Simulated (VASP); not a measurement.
## Si8O15 (a cell with a defect): single point with PBEsol

Si8O15 (a cell with a defect):

```xyz
23
Lattice="0.0000 5.0462 4.4946 4.0970 0.0000 4.4946 4.0970 5.0462 0.0000" Properties=species:S:1:pos:R:3 pbc="T T T"
Si    4.0836    6.0333    1.0837
Si    2.0496    1.7189    3.3939
Si    4.1477    4.3045    7.8908
Si    2.0654    3.2680    1.1029
Si    4.0911    5.7657    5.6250
Si    6.2093    6.9462    7.6726
Si    4.0217    4.3423    3.3627
Si    6.1063    8.2802    5.7447
O     2.9506    3.0784    4.2019
O     3.0300    4.3752    1.9430
O     5.0243    4.4177    4.8880
O     1.0615    3.0471    2.6091
O     5.3547    1.9725    4.6990
O     5.1552    5.5707    2.7436
O     7.2740    5.6260    4.0285
O     2.9801    1.8859    1.8717
O     3.0652    8.2290    4.1316
O     3.1685    4.4177    6.3838
O     0.9692    4.4508    4.8751
O     5.2055    6.9238    4.9098
O     5.0514    5.6264    7.0729
O     3.1708    5.6478    4.1246
O     4.9897    8.2397    7.1354
```

- Program: VASP 6.6.1
- Task: single point
- Functional: PBEsol
- Potentials or basis: VASP PAW PBE potentials, release 64 (Si, O)
- Cutoff: 520 eV
- k mesh: 3 × 3 × 3
- Occupations: gaussian, width 0.02 eV
- Spin: no spin polarisation
- Dipole correction: no
- Charge: -2
- Further INCAR settings: LREAL = Auto; ALGO = Normal; EDIFF = 1e-07; NBANDS = 78; NELECT = 124.0

```json
{"Largest force": "0.066 eV/Å"}
```

Forces on the atoms (eV/Å):
```
Si  -0.004  0.020  0.004
Si   0.014  0.009  0.013
Si   0.004 -0.022 -0.002
Si  -0.016 -0.006 -0.027
Si  -0.022  0.045  0.006
Si   0.026 -0.050 -0.035
Si  -0.014 -0.019 -0.005
Si   0.010  0.000  0.005
O    0.011  0.019 -0.013
O    0.032  0.031  0.017
O   -0.007 -0.004 -0.009
O   -0.013  0.003  0.003
O   -0.031 -0.023  0.034
O   -0.027 -0.039 -0.012
O    0.021 -0.012  0.015
O    0.013 -0.008 -0.018
O   -0.001  0.001  0.002
O    0.006  0.007 -0.015
O    0.000  0.018  0.037
O    0.001  0.006 -0.004
O    0.009  0.008  0.019
O   -0.020  0.025 -0.007
O    0.004 -0.008 -0.008
```

Levels at points of the mesh, in eV from the Fermi level:
| k point | band 58 | band 59 | band 60 | band 61 | band 62 | band 63 | band 64 | band 65 | band 66 | band 67 |
| --- | --- | --- | --- | --- | --- | --- | --- | --- | --- | --- |
| (0.00, 0.00, 0.00) | -4.84 | -4.72 | -4.43 | -3.95 | -0.27 | 1.80 | 1.94 | 3.17 | 3.54 | 3.76 |

Run time: 3.8 min on 1 thread of Intel(R) Xeon(R) Platinum 8488C (Sapphire Rapids), on a shared host, peak memory 0.38 GiB.

Caveat: the cell carries a net charge on a neutralising background, which shifts energy and pressure; the cell is charged against a uniform background, so pressure and absolute levels hang on convention; the PAW data sets were made with another functional, which shifts forces and pressure a little.
